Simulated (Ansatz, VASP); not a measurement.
**SiC in VASP and in Ansatz**

INCAR

```
PREC = Accurate
ENCUT = 600
EDIFF = 1E-6
ISMEAR = 0
SIGMA = 0.02
LREAL = False
LASPH = True
NELM = 120
ALGO = Normal
ISIF = 2
LWAVE = False
LCHARG = True
GGA = CA
LELF = True
LVHAR = True
NBANDS = 11
GGA_COMPAT = False
```

The input KPOINTS:

```
Automatic mesh
0
Gamma
  10 10 10
```

Contents of POSCAR:

```
SiC
1.0
    0.0000000000      2.1644869282      2.1644869282
    2.1644869282      0.0000000000      2.1644869282
    2.1644869282      2.1644869282      0.0000000000
Si C
1 1
Direct
    0.0000000000      0.0000000000      0.0000000000
    0.2500000000      0.2500000000      0.2500000000
```

Input for Ansatz:

```yaml
crystal:
  lattice:
    - [0.0, 2.1644869282, 2.1644869282]
    - [2.1644869282, 0.0, 2.1644869282]
    - [2.1644869282, 2.1644869282, 0.0]
  atoms:
    - { symbol: Si, position: [0.0, 0.0, 0.0] }
    - { symbol: C, position: [0.25, 0.25, 0.25] }
basis:
  ecutwfc: 420
kpoints:
  mp_grid: { grid: [10, 10, 10] }
hamiltonian:
  xc: lda
scf:
  occupations: { method: gaussian, width: 0.02 }
  algorithm: density_mixing
  lower_state_search: full
output:
  forces: true
  eigenvalues: true
  stress: true
```

Alike in both runs: task single point; functional LDA; k mesh 10 × 10 × 10; occupations gaussian, width 0.02 eV; no spin polarisation.

|  | VASP | Ansatz |
| --- | --- | --- |
| version | VASP 6.6.1 | Ansatz 0.2.0 |
| potentials or method | VASP PAW LDA potentials, release 64 (Si, C), cutoff 600 eV | scalar-relativistic, plane waves, PAW |
| valence electrons in the cell | 8 | 8 |

|  | VASP | Ansatz | Ansatz less VASP |
| --- | --- | --- | --- |
| gap on the k mesh at the Fermi level (eV) | 1.29 | 1.30 | +0.013 |
| pressure (GPa) | 0.3 | 0.0 | -0.26 |

LDA's correlation is that of Perdew and Zunger in VASP and of Perdew and Wang (1992) in Ansatz.
